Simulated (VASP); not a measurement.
Crystal: Cr.

```
Cr
1.0
    -1.42432    1.42432    1.42432
     1.42432   -1.42432    1.42432
     1.42432    1.42432   -1.42432
Cr
1
Direct
  0.00000 0.00000 0.00000
```

Base run:

```yaml
Program: VASP 6.6.1
Functional: PBE
Potentials_or_basis: VASP PAW PBE potentials, release 64 (Cr_pv)
Cutoff: 520 eV
k_mesh: 15 × 15 × 15
Occupations: fermi-dirac, width 0.2 eV
Spin: no spin polarisation
```

Its results: band gap on the k mesh zero (band 6 reaches 13.30 eV, above the bottom of band 7 at 10.07 eV); pressure 0.2 GPa.

Problem. The run is repeated on the same cell with these changes: occupations from fermi-dirac, width 0.2 eV to methfessel-paxton, width 0.6 eV. What comes out?

Solution. Band gap on the k mesh zero (band 6 reaches 13.27 eV, above the bottom of band 7 at 10.05 eV); pressure -1.2 GPa.

Caveats: the run has no spin polarisation, though such a crystal can be magnetic.
